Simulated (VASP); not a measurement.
Write the native input for VASP 6.6.1 that does the following.

```yaml
Task: single point
Functional: PBE
Potentials_or_basis: VASP PAW PBE potentials, release 64 (Be, S)
Cutoff: 520 eV
k_mesh: 12 × 12 × 6
Occupations: fermi-dirac, width 0.02 eV
Spin: no spin polarisation
Dipole_correction: no
Further_INCAR_settings: ALGO = Normal; EDIFF = 1e-07; NBANDS = 16
```

The structure of BeS lies in POSCAR:

```
BeS
1.0
    3.3843919729      0.0000000000      0.0000000000
   -1.6921959864      2.9309694249      0.0000000000
    0.0000000000      0.0000000000      5.3892302740
Be S
2 2
Direct
    0.0000000000      0.0000000000      0.0000000000
    0.0000000000      0.0000000000      0.5000000000
    0.3333333333      0.6666666667      0.2500000000
    0.6666666667      0.3333333333      0.7500000000
```

This cell differs from its parent crystal: strain +2.5%.

The input as run:

INCAR

```
  ALGO = Normal
  EDIFF = 1E-7
  ENCUT = 520
  GGA = PE
  ISIF = 2
  ISMEAR = -1
  LASPH = True
  LCHARG = True
  LELF = True
  LREAL = False
  LVHAR = True
  LWAVE = False
  NBANDS = 16
  NELM = 60
  PREC = Accurate
  SIGMA = 0.02
```

KPOINTS

```
k-points
0
Gamma
  12 12 6
```

Potentials or basis: VASP PAW PBE potentials, release 64 (Be, S).

Command:

```console
$ cat potpaw_PBE.64/Be/POTCAR potpaw_PBE.64/S/POTCAR > POTCAR
$ mpirun -np 1 vasp_std > vasp.out
```

Results of the run:

The pressure is -7.3 GPa and the band gap on the k mesh is 1.50 eV, indirect (least direct gap 3.31 eV).

Caveat: the cell differs from its parent crystal (strain +2.5%).

It took 32 s on 1 thread of AMD EPYC 9R45 96-Core Processor (Zen 5), on a shared host, peak memory 0.17 GiB.
